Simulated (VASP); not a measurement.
The system is InSe.

```xyz
8
Lattice="4.0473 0.0000 0.0000 -2.0237 3.5051 0.0000 0.0000 0.0000 18.0521" Properties=species:S:1:pos:R:3 pbc="T T T"
In    0.0000    2.3367    1.3971
In    0.0000    2.3367   16.6550
In    0.0000    0.0000    7.6289
In    0.0000    0.0000   10.4231
Se    0.0000    2.3367    6.3721
Se    0.0000    2.3367   11.6800
Se    2.0237    1.1684    2.6537
Se    2.0237    1.1684   15.3984
```

- Program: VASP 6.6.1
- Task: relaxation of cell and atoms
- Functional: BLYP
- Dispersion: D4
- Potentials or basis: VASP PAW PBE potentials, release 64 (In_d, Se)
- Cutoff: 600 eV
- k mesh: 8 × 8 × 2
- Occupations: fermi-dirac, width 0.05 eV
- Spin: no spin polarisation

At the start: pressure 1.0 GPa; volume 32.01 Å³/atom.

**Question.** Where does the relaxation end?

**Answer.** Over 20 steps the energy falls by 37.8 meV/atom and the volume is 29.79 Å³/atom (-6.9 %); space group P-6m2 (No. 187, to 0.1 Å) before and after.

The path:
```
step  energy change (eV)  largest force (eV/Å)  pressure (GPa)  volume (Å³)
   1              0.0000                0.4877            1.01       256.09
   2             -0.0369                0.3004           -0.76       263.64
   3             -0.0429                0.1755           -0.31       261.54
   4             -0.0584                0.1789           -0.30       260.32
   5             -0.1043                0.1930           -0.23       256.68
   6             -0.1887                0.2505           -0.01       249.39
   7             -0.2596                0.3829            0.98       234.77
   8             -0.2689                0.3305            0.85       234.67
   9             -0.2850                0.1855            0.61       234.35
  10             -0.2865                0.1280            0.51       234.21
  11             -0.2911                0.1095            0.40       234.97
  12             -0.2998                0.0533            0.10       237.25
  13             -0.2965                0.0586           -0.42       241.83
  14             -0.3016                0.0123           -0.10       239.00
  15             -0.3016                0.0142           -0.09       238.90
  16             -0.3018                0.0072           -0.05       238.68
  17             -0.3019                0.0233            0.02       238.41
  18             -0.3019                0.0187            0.01       238.48
  19             -0.3020                0.0144            0.00       238.45
  20             -0.3021                0.0033            0.00       238.35
```

Final structure:
```xyz
8
Lattice="4.0983 0.0000 0.0000 -2.0491 3.5492 0.0000 0.0000 0.0000 16.3864" Properties=species:S:1:pos:R:3 pbc="T T T"
In    0.0000    2.3661    1.4041
In    0.0000    2.3661   14.9823
In    0.0000    0.0000    6.7891
In    4.0983    0.0000    9.5973
Se    0.0000    2.3661    5.5186
Se    0.0000    2.3661   10.8678
Se    2.0491    1.1831    2.6784
Se    2.0491    1.1831   13.7080
```

Caveat: the PAW data sets were made with another functional, which shifts forces and pressure a little.
